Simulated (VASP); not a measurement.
Crystal: GaB12.

```
Ga B
1.0
     0.00000    3.70207    3.70207
     3.70207    0.00000    3.70207
     3.70207    3.70207    0.00000
Ga B
1 12
Direct
  0.00000 0.00000 0.00000
  0.83700 0.50000 0.50000
  0.83700 0.50000 0.16300
  0.50000 0.83700 0.16300
  0.50000 0.83700 0.50000
  0.16300 0.50000 0.50000
  0.50000 0.16300 0.50000
  0.50000 0.16300 0.83700
  0.16300 0.50000 0.83700
  0.16300 0.83700 0.50000
  0.50000 0.50000 0.83700
  0.50000 0.50000 0.16300
  0.83700 0.16300 0.50000
```

* Program: VASP 6.6.1
* Task: relaxation of cell and atoms
* Functional: PBE
* Potentials or basis: VASP PAW PBE potentials, release 64 (Ga_d, B)
* Cutoff: 600 eV
* k mesh: 4 × 4 × 4
* Occupations: gaussian, width 0.1 eV
* Spin: no spin polarisation

At the start: pressure 6.5 GPa; volume 7.81 Å³/atom.

Where does the relaxation end?

Over 5 steps the energy falls by 5.3 meV/atom and the volume is 8.06 Å³/atom (+3.2 %); space group Fm-3m (No. 225, to 0.05 Å).

Step by step:
| step | energy change (eV) | largest force (eV/Å) | pressure (GPa) | volume (Å³) |
| --- | --- | --- | --- | --- |
| 1 | 0.0000 | 0.2392 | 6.47 | 101.48 |
| 2 | -0.0388 | 0.3483 | -2.86 | 106.18 |
| 3 | -0.0655 | 0.1313 | 0.59 | 104.30 |
| 4 | -0.0684 | 0.0564 | -0.33 | 104.96 |
| 5 | -0.0692 | 0.0016 | -0.03 | 104.75 |

Final structure:
```xyz
13
Lattice="0.0000 3.7415 3.7415 3.7415 0.0000 3.7415 3.7415 3.7415 0.0000" Properties=species:S:1:pos:R:3 pbc="T T T"
Ga    0.0000    0.0000    0.0000
B     3.7415    5.0049    5.0049
B     2.4782    3.7415    5.0049
B     3.7415    2.4782    5.0049
B     5.0049    3.7415    5.0049
B     3.7415    2.4782    2.4782
B     2.4782    3.7415    2.4782
B     3.7415    5.0049    2.4782
B     5.0049    3.7415    2.4782
B     5.0049    2.4782    3.7415
B     5.0049    5.0049    3.7415
B     2.4782    2.4782    3.7415
B     2.4782    5.0049    3.7415
```

Caveat: the k points lie up to 0.36 Å⁻¹ apart in the final cell.
